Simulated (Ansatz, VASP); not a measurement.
Two plane-wave programs on Au

```
Au
1.0
     0.00000    2.08564    2.08564
     2.08564    0.00000    2.08564
     2.08564    2.08564    0.00000
Au
1
Direct
  0.00000 0.00000 0.00000
```

Alike in both runs: task relaxation of cell and atoms; functional LDA; k mesh 8 × 8 × 8; occupations gaussian, width 0.1 eV; no spin polarisation.

|  | VASP | Ansatz |
| --- | --- | --- |
| version | VASP 6.6.1 | Ansatz 0.2.0 |
| potentials or method | VASP PAW LDA potentials, release 64 (Au_sv_GW), cutoff 500 eV | scalar-relativistic, plane waves, PAW |
| valence electrons in the cell | 19 | 19 |

```csv
,VASP,Ansatz,Ansatz less VASP
"gap on the k mesh at the Fermi level, each at its own relaxed structure (eV)",none,none,-
relaxed volume (Å³/atom),16.68,16.70,+0.021
relaxed cell length with the largest relative difference (Å),2.868,2.869,+0.0012
```

LDA's correlation is that of Perdew and Zunger in VASP and of Perdew and Wang (1992) in Ansatz. A gap of «none» marks a metal or a gap that the smearing closes.

Neither program's run includes spin-orbit coupling.
